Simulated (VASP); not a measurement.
Runs of VASP 6.6.1 on Cu2O. The structure is that of space group Pn-3m (No. 224), or close to it. The cells are those of the table. 

| task | level | spin | cell | k mesh | cutoff (eV) | gap on the mesh (eV) | pressure (GPa) | moment (μB) |
| --- | --- | --- | --- | --- | --- | --- | --- | --- |
| single point | PBE | collinear | a = 4.260 Å, 6 atoms | 6 × 6 × 6 | 600 | 0.54 | 4.0 | 0.00 |
| electric field gradients | r2SCAN | off | a = 4.260 Å, 6 atoms | 8 × 8 × 8 | 580 | 0.77 | -0.3 | - |
| electric field gradients | r2SCAN | off | a = 4.246 Å, 6 atoms | 8 × 8 × 8 | 580 | 0.79 | (a) | - |
| single point | PBE | collinear | a = 4.290 Å, 6 atoms | 6 × 6 × 6 | 600 | 0.49 | (b) | 0.00 |

Alike in all rows: potentials or basis VASP PAW PBE potentials, release 64 (Cu, O); smearing gaussian 0.05 eV.

Problem. Estimate the missing entries.

Solution. (a) 1.0; (b) 1.4.

Caveats: semilocal functionals underestimate gaps, and a narrow one can read as zero; the PAW data sets were made with another functional, which shifts forces and pressure a little (at least some runs); the cell stands under pressure (at least some runs).

A k mesh can miss the band edges.
